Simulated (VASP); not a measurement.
# In12P12H3N in VASP: a series of runs, part 2 of 2

VASP 6.6.1.

**3. Single point, PBE+D3(BJ)**

File INCAR:

```
ALGO = Normal
EDIFF = 1E-7
ENCUT = 520
GGA = PE
ISIF = 2
ISMEAR = -1
IVDW = 12
LASPH = T
LCHARG = F
LREAL = Auto
LWAVE = F
NBANDS = 132
NELM = 80
PREC = Accurate
SIGMA = 0.05
```

File KPOINTS:

```
k-points
0
Gamma
  2 2 1
```

File POSCAR:

```
In12P12H3N
1.0
    8.2995950000      0.0000000000      0.0000000000
    4.1497980000      7.1876600000      0.0000000000
    0.0000000000      0.0000000000     19.6236650000
In P N H
12 12 1 3
Direct
    0.0000000000      0.0000000000      0.0509589000
    0.0000000000      0.5000000000      0.0509589000
    0.5000000000      0.0000000000      0.0509589000
    0.5000000000      0.5000000000      0.0509589000
    0.6483490578      0.6471890891      0.2286498078
    0.6724969880      0.1384140528      0.2254908236
    0.1416542072      0.6694195352      0.2253888486
    0.1728285889      0.1716604613      0.2323944966
    0.2537606003      0.2479873972      0.4422353189
    0.2646873257      0.7842326404      0.3951538103
    0.7887620695      0.2654821668      0.3954553228
    0.7803075126      0.7761000459      0.4077131883
    0.1666667000      0.1666667000      0.0941248000
    0.1666667000      0.6666667000      0.0941248000
    0.6666667000      0.1666667000      0.0941248000
    0.6666667000      0.6666667000      0.0941248000
    0.8145027060      0.8110656814      0.2731244700
    0.8333987826      0.3112348255      0.2661024225
    0.3125221767      0.8322074396      0.2661299300
    0.3484720856      0.3453670209      0.2760168642
    0.4141318035      0.4097446977      0.3795589288
    0.4542785180      0.9008051801      0.4578654999
   -0.0920909279      0.4515823471      0.4597132694
   -0.0553428267      0.9452465986      0.4504255791
    0.3570471868      0.3168797905      0.5481794162
    0.3114148049      0.2746247715      0.5891427398
    0.4996037526      0.2452427679      0.5489257977
    0.3123771990      0.4555906152      0.5537424128
```

Potentials or basis: VASP PAW PBE potentials, release 64 (In_d, P, N, H).

Started as:

```
$ cat potpaw_PBE.64/In_d/POTCAR potpaw_PBE.64/P/POTCAR potpaw_PBE.64/N/POTCAR potpaw_PBE.64/H/POTCAR > POTCAR
$ mpirun -np 1 vasp_std > vasp.out
```

OUTCAR:

```text
EDIFF = 1E-7
   ENCUT = 520
   GGA = PE
   ISIF = 2
   ISMEAR = -1
   IVDW = 12
   LASPH = T
   LREAL = Auto
   NELM = 80
   PREC = Accurate
 IVDW          = 12

 ion  position               nearest neighbor table
   1  0.000  0.000  0.051-  15 2.54  14 2.54  13 2.54
   2  0.000  0.500  0.051-  16 2.54  13 2.54  14 2.54
   3  0.500  0.000  0.051-  13 2.54  16 2.54  15 2.54
   4  0.500  0.500  0.051-  14 2.54  15 2.54  16 2.54
   5  0.648  0.647  0.229-  19 2.53  17 2.53  18 2.53  16 2.65  12 3.98
   6  0.672  0.138  0.225-  18 2.53  17 2.54  20 2.56  15 2.59  11 3.77   7 3.89   8 4.02
   7  0.142  0.669  0.225-  19 2.53  17 2.54  20 2.56  14 2.58  10 3.74   6 3.89   8 4.01
   8  0.173  0.172  0.232-  18 2.54  19 2.54  20 2.65  13 2.71   7 4.01   6 4.02
   9  0.254  0.248  0.442-  25 2.42  23 2.52  22 2.52  21 2.62  11 3.90  10 3.92
  10  0.265  0.784  0.395-  22 2.54  24 2.54  19 2.62  21 2.73   7 3.74   9 3.92  11 3.97
  11  0.789  0.265  0.395-  24 2.54  23 2.55  18 2.62  21 2.73   6 3.77   9 3.90  10 3.97
  12  0.780  0.776  0.408-  24 2.54  22 2.56  23 2.56  17 2.69   5 3.98
  13  0.167  0.167  0.094-   3 2.54   2 2.54   1 2.54   8 2.71
  14  0.167  0.667  0.094-   4 2.54   1 2.54   2 2.54   7 2.58
  15  0.667  0.167  0.094-   1 2.54   4 2.54   3 2.54   6 2.59
  16  0.667  0.667  0.094-   2 2.54   3 2.54   4 2.54   5 2.65
  17  0.815  0.811  0.273-   5 2.53   7 2.54   6 2.54  12 2.69
  18  0.833  0.311  0.266-   5 2.53   6 2.53   8 2.54  11 2.62
  19  0.313  0.832  0.266-   5 2.53   7 2.53   8 2.54  10 2.62
  20  0.348  0.345  0.276-  21 2.24   6 2.56   7 2.56   8 2.65
  21  0.414  0.410  0.380-  20 2.24   9 2.62  10 2.73  11 2.73
  22  0.454  0.901  0.458-   9 2.52  10 2.54  12 2.56
  23  0.908  0.452  0.460-   9 2.52  11 2.55  12 2.56
  24  0.945  0.945  0.450-  12 2.54  11 2.54  10 2.54
  25  0.357  0.317  0.548-  26 1.02  28 1.02  27 1.02   9 2.42
  26  0.311  0.275  0.589-  25 1.02
  27  0.500  0.245  0.549-  25 1.02
  28  0.312  0.456  0.554-  25 1.02

  LATTYP: Found a hexagonal cell.
 ALAT       =     8.2995951538
 C/A-ratio  =     2.3644123161

  Lattice vectors:

 A1 = (  -4.1497980000,  -7.1876600000,   0.0000000000)
 A2 = (   8.2995950000,   0.0000000000,   0.0000000000)
 A3 = (   0.0000000000,   0.0000000000,  19.6236650000)

Analysis of symmetry for initial positions (statically):
=====================================================================
 Subroutine PRICEL returns:
 Original cell was already a primitive cell.

 Routine SETGRP: Setting up the symmetry group for a
 hexagonal supercell.

 Subroutine GETGRP returns: Found  1 space group operations
 (whereof  1 operations were pure point group operations)
 out of a pool of 24 trial point group operations.

The static configuration has the point symmetry C_1 .

Analysis of symmetry for dynamics (positions and initial velocities):
=====================================================================
 Subroutine PRICEL returns:
 Original cell was already a primitive cell.

 Routine SETGRP: Setting up the symmetry group for a
 hexagonal supercell.

 Subroutine GETGRP returns: Found  1 space group operations
 (whereof  1 operations were pure point group operations)
 out of a pool of 24 trial point group operations.

The dynamic configuration has the point symmetry C_1 .

 Subroutine INISYM returns: Found  1 space group operations
[... 106 lines left out ...]
  0.000000  0.000000  0.000000      1.000000
  0.500000  0.000000  0.000000      1.000000
  0.500000  0.500000  0.000000      1.000000
  0.000000  0.500000  0.000000      1.000000
   k-points           NKPTS =      4   k-points in BZ     NKDIM =      4   number of bands    NBANDS=    132
   number of dos      NEDOS =    301   number of ions     NIONS =     28
   total plane-waves  NPLWV = 614400
   dimension x,y,z NGX =    64 NGY =   64 NGZ =  150
   dimension x,y,z NGXF=   128 NGYF=  128 NGZF=  300
   ions per type =              12  12   1   3
   NGX,Y,Z   is equivalent  to a cutoff of  12.82, 12.82, 12.71 a.u.
   NGXF,Y,Z  is equivalent  to a cutoff of  25.64, 25.64, 25.42 a.u.
 SYSTEM =  unknown system
   PREC   = accura    normal or accurate (medium, high low for compatibility)
   ISTART =      0    job   : 0-new  1-cont  2-samecut
   ICHARG =      2    charge: 1-file 2-atom 10-const
   ISPIN  =      1    spin polarized calculation?
   LNONCOLLINEAR =      F non collinear calculations
   LSORBIT =      F    spin-orbit coupling
   LASPH  =      T    aspherical Exc in radial PAW
   ENCUT  =  520.0 eV  38.22 Ry    6.18 a.u.  15.43 15.43 36.49*2*pi/ulx,y,z
   NELM   =     80;   NELMIN=  2; NELMDL= -5     # of ELM steps
   EDIFF  = 0.1E-06   stopping-criterion for ELM
   LREAL  =      T    real-space projection
   EDIFFG = 0.1E-05   stopping-criterion for IOM
   NSW    =      0    number of steps for IOM
   IBRION =     -1    ionic relax: 0-MD 1-quasi-New 2-CG
   NFREE  =      0    steps in history (QN), initial steepest desc. (CG)
   ISIF   =      2    stress and relaxation
   ISYM   =      2    0-nonsym 1-usesym 2-fastsym
   POTIM  = 0.5000    time-step for ionic-motion
   TEBEG  =    0.0;   TEEND  =   0.0 temperature during run
   PSTRESS=    0.0 pullay stress
   NELECT =     224.0000    total number of electrons
   NUPDOWN=      -1.0000    fix difference up-down
   EMIN   =  10.00;   EMAX   =-10.00  energy-range for DOS
   EFERMI =   0.00;   METHOD = LEGACY
   ISMEAR =    -1;   SIGMA  =   0.05  broadening in eV -4-tet -1-fermi 0-gaus
   EFERMI_NEDOS =   21; number of points for ismear=-14 and -15
   IALGO  =     38    algorithm
   IMIX   =      4    mixing-type and parameters
     AMIX     =   0.40;   BMIX     =  1.00
     AMIX_MAG =   1.60;   BMIX_MAG =  1.00
  volume/ion in A,a.u.               =      41.81       282.14
  Fermi-wavevector in a.u.,A,eV,Ry     =   0.943371  1.782713 12.108497  0.889949
  Thomas-Fermi vector in A             =   2.071072
   LORBIT       =      0    0 simple, 1 ext, 2 COOP (PROOUT), +10 PAW based schemes
   GGA     = PE    functional components
   LHFCALC =     F    Hartree Fock is set to
   AEXX    =    0.0000 exact exchange contribution
   IVDW    =    12    specifies the selected vdW correction
   LEPSILON=     F    determine dielectric tensor
   LRPA    =     F    only Hartree local field effects (RPA)
 non-spin polarized calculation
  energy-cutoff  :      520.00
  volume of cell :     1170.64
 maximum number of plane-waves:     31645
 NGX is ok and might be reduce to    64
   NGX = 31   NGY = 31   NGZ = 73

 number of electron     224.0000037 magnetization

 Free energy of the ion-electron system (eV)
  ---------------------------------------------------
  ext. energy  EPLUGINS =         0.00000000
  ---------------------------------------------------
  free energy    TOTEN  =      -113.21278861 eV

  energy without entropy =     -113.10317680  energy(sigma->0) =     -113.15798271

 E-fermi :   1.2228     XC(G=0):  -5.7626

 val. band max:        1.2129558932   @ k =   0.5000   0.5000   0.0000
 cond. band min:       1.2270354814   @ k =   0.5000   0.0000   0.0000
 fundamental gap:      0.0140795882
 Fermi energy:         1.2228123270

 k-point     1 :       0.0000    0.0000    0.0000
  band No.  band energies     occupation
      1     -17.3626      2.00000
      2     -13.9831      2.00000
      3     -13.9687      2.00000
      4     -13.9448      2.00000
      5     -13.9010      2.00000
      6     -13.8569      2.00000
[... 497 lines left out ...]
    123       3.7967      0.00000
    124       4.0123      0.00000
 [bands above 124 left out]

------------------------ aborting loop because EDIFF is reached ----------------------------------------

 Edisp (eV)   -5.97350

 E8    (eV) :    -2.6911

  FORCE on cell =-STRESS in cart. coord.  units (eV):
  Direction    XX          YY          ZZ          XY          YZ          ZX
  --------------------------------------------------------------------------------------
  -------------------------------------------------------------------------------------
  Total      -0.06728     0.61644    -1.16718    -0.49210     0.00831    -0.07571
  in kB      -0.09209     0.84367    -1.59744    -0.67350     0.01137    -0.10361
  external pressure =       -0.28 kB  Pullay stress =        0.00 kB

 VOLUME and BASIS-vectors are now :
 -----------------------------------------------------------------------------
  energy-cutoff  :      520.00
  volume of cell :     1170.64
      direct lattice vectors                 reciprocal lattice vectors
     8.299595000  0.000000000  0.000000000     0.120487807 -0.069563677  0.000000000
     4.149798000  7.187660000  0.000000000     0.000000000  0.139127338  0.000000000
     0.000000000  0.000000000 19.623665000     0.000000000  0.000000000  0.050958881

 POSITION                                       TOTAL-FORCE (eV/Angst)
 -----------------------------------------------------------------------------------
      0.00000      0.00000      1.00000         0.023455      0.014465     -0.181651
      2.07490      3.59383      1.00000         0.056899     -0.011697      0.275579
      4.14980      0.00000      1.00000         0.014824      0.054146      0.277916
      6.22470      3.59383      1.00000         0.014084      0.011023      0.096676
      8.06674      4.65178      4.48695         0.005837      0.001998      0.009362
      6.15584      0.99487      4.42496         0.009520      0.014912      0.012824
[... 20 lines left out ...]
      5.16422      1.76272     10.77194        -0.064121      0.028241     -0.007407
      4.48321      3.27463     10.86646        -0.027964     -0.055754     -0.018608
 -----------------------------------------------------------------------------------
    total drift:                                0.020286      0.013643      0.059223

  FREE ENERGIE OF THE ION-ELECTRON SYSTEM (eV)
  ---------------------------------------------------
  free  energy   TOTEN  =      -119.1862900488 eV

  energy  without entropy=     -119.0766782458  energy(sigma->0) =     -119.13148415
```

Wall time 54 min (1 thread of Oxide Virtual Turin-like, shared host); peak memory 1.4 GiB.

Results:

| Property | Result |
| --- | --- |
| Free energy | -119.1863 eV |
| Largest force | 0.438 eV/Å |
| Band gap on the k mesh | zero (bands 112 and 113 overlap by 0.14 eV) |
| Dispersion energy per atom | -0.213 eV |

Forces in eV/Å, atoms in the order of the input:
```
In   0.023  0.014 -0.182
In   0.057 -0.012  0.276
In   0.015  0.054  0.278
In   0.014  0.011  0.097
In   0.006  0.002  0.009
In   0.010  0.015  0.013
In   0.009  0.015  0.009
In  -0.005 -0.012 -0.005
In   0.025 -0.007  0.004
In   0.004  0.004  0.013
In   0.004 -0.023  0.027
In  -0.004  0.022  0.015
P    0.271  0.151  0.308
P   -0.191 -0.085 -0.272
P   -0.162 -0.130 -0.257
P   -0.042 -0.026 -0.223
P   -0.007  0.000 -0.010
P    0.007 -0.003 -0.013
P   -0.011 -0.008 -0.014
P    0.020  0.016  0.017
P   -0.056  0.001 -0.035
P    0.023  0.013 -0.006
P   -0.009  0.000 -0.021
P    0.018 -0.003 -0.015
N    0.060  0.003  0.076
H    0.015  0.014 -0.063
H   -0.064  0.028 -0.007
H   -0.028 -0.056 -0.019
```

Levels at points of the mesh, in eV from the Fermi level:
```
           k point  band 107  band 108  band 109  band 110  band 111  band 112  band 113  band 114  band 115  band 116
(0.00, 0.00, 0.00)     -0.91     -0.87     -0.64     -0.51     -0.30     -0.27     -0.13      0.11      0.17      0.86
(0.50, 0.00, 0.00)     -1.16     -0.87     -0.80     -0.65     -0.51      0.00      0.10      0.20      0.26      1.38
(0.50, 0.50, 0.00)     -0.83     -0.80     -0.67     -0.65     -0.38     -0.01      0.09      0.16      0.24      1.11
(0.00, 0.50, 0.00)     -1.17     -0.88     -0.77     -0.66     -0.50      0.01      0.10      0.20      0.27      1.37
```

Caveat: the k points lie up to 0.44 Å⁻¹ apart; there is no dipole correction, which matters where the two faces differ; spin-orbit coupling is left out, which moves the levels of the heavy elements.

The gap in the log of VASP goes by the Fermi energy; the results here count the filled bands.